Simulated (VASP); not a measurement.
# Au: single point with PBE

Crystal: Au.

```
Au
1.0
     0.00000    2.01462    2.01462
     2.01462    0.00000    2.01462
     2.01462    2.01462    0.00000
Au
1
Direct
  0.00000 0.00000 0.00000
```

This cell differs from its parent crystal: volume scaled by 0.91.

- Program: VASP 6.6.1
- Task: single point
- Functional: PBE
- Potentials or basis: VASP PAW PBE potentials, release 64 (Au)
- Cutoff: 520 eV
- k mesh: 18 × 18 × 18
- Occupations: gaussian, width 0.1 eV
- Spin: no spin polarisation
- Dipole correction: no
- Further INCAR settings: ALGO = Fast; EDIFF = 1e-07; NBANDS = 12

```
Pressure : 17.2 GPa
```

Levels at points of the mesh, in eV from the Fermi level:
| k point | band 4 | band 5 | band 6 | band 7 | band 8 | band 9 |
| --- | --- | --- | --- | --- | --- | --- |
| (0.00, 0.00, 0.00) | -4.92 | -3.29 | -3.29 | 14.45 | 18.69 | 18.69 |
| (0.50, 0.00, 0.00) | -2.00 | -2.00 | -1.15 | 3.30 | 13.92 | 17.44 |
| (0.50, 0.50, 0.00) | -1.65 | -1.65 | 0.90 | 6.12 | 10.13 | 10.13 |

It took 62 s on 1 thread of Intel Xeon 8259CL, with other jobs on the host, peak memory 0.17 GiB.

Caveat: spin-orbit coupling is left out, which moves the levels of the heavy elements.
